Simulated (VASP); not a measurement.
In: single point with r2SCAN

Crystal: In.

```
In
1.0
     2.53990   -4.30465    0.00000
     2.53990    4.30465    0.00000
     0.00000    0.00000    5.08655
In
4
Direct
  0.15250 0.84750 0.07850
  0.65250 0.34750 0.42150
  0.84750 0.15250 0.92150
  0.34750 0.65250 0.57850
```

```
Program                : VASP 6.6.1
Task                   : single point
Functional             : r2SCAN
Potentials or basis    : VASP PAW PBE potentials, release 64 (In_d)
Cutoff                 : 520 eV
k mesh                 : 4 × 4 × 4
Occupations            : gaussian, width 0.1 eV
Spin                   : no spin polarisation
Dipole correction      : no
Further INCAR settings : ALGO = Normal; EDIFF = 1e-06; NBANDS = 34
```

```
Pressure               : 1.8 GPa
Largest force          : 0.558 eV/Å
Band gap on the k mesh : zero (band 26 reaches 7.01 eV, above the bottom of band 27 at 5.99 eV)
```

Forces on the atoms (eV/Å):
```
In   0.000 -0.540  0.138
In   0.000 -0.540 -0.138
In   0.000  0.540 -0.138
In   0.000  0.540  0.138
```

Stress tensor (GPa, compression positive):
```
1.43 0.00 0.00
0.00 3.51 0.00
0.00 0.00 0.34
```

Levels at points of the mesh, in eV from the Fermi level:
| k point | band 24 | band 25 | band 26 | band 27 | band 28 | band 29 |
| --- | --- | --- | --- | --- | --- | --- |
| (0.00, 0.00, 0.00) | -1.51 | -1.33 | -0.76 | 1.03 | 1.07 | 1.07 |
| (0.50, 0.00, 0.00) | -3.17 | -1.11 | -1.11 | 0.93 | 0.93 | 3.65 |
| (0.50, 0.50, 0.00) | -2.82 | -1.47 | -1.15 | 1.15 | 1.20 | 2.86 |
| (0.00, 0.00, 0.50) | -0.18 | -0.07 | -0.07 | 0.19 | 0.19 | 2.01 |
| (0.50, 0.00, 0.50) | -5.45 | -1.40 | -1.40 | 0.67 | 0.67 | 6.30 |
| (0.50, 0.50, 0.50) | -4.91 | -0.97 | -0.97 | -0.63 | -0.63 | 5.83 |

Wall time 3.3 min on 1 thread of Intel(R) Xeon(R) Platinum 8375C CPU @ 2.90GHz (Ice Lake), on a shared host, peak memory 0.27 GiB.

Caveat: the PAW data sets were made with another functional, which shifts forces and pressure a little; spin-orbit coupling is left out, which moves the levels of the heavy elements.
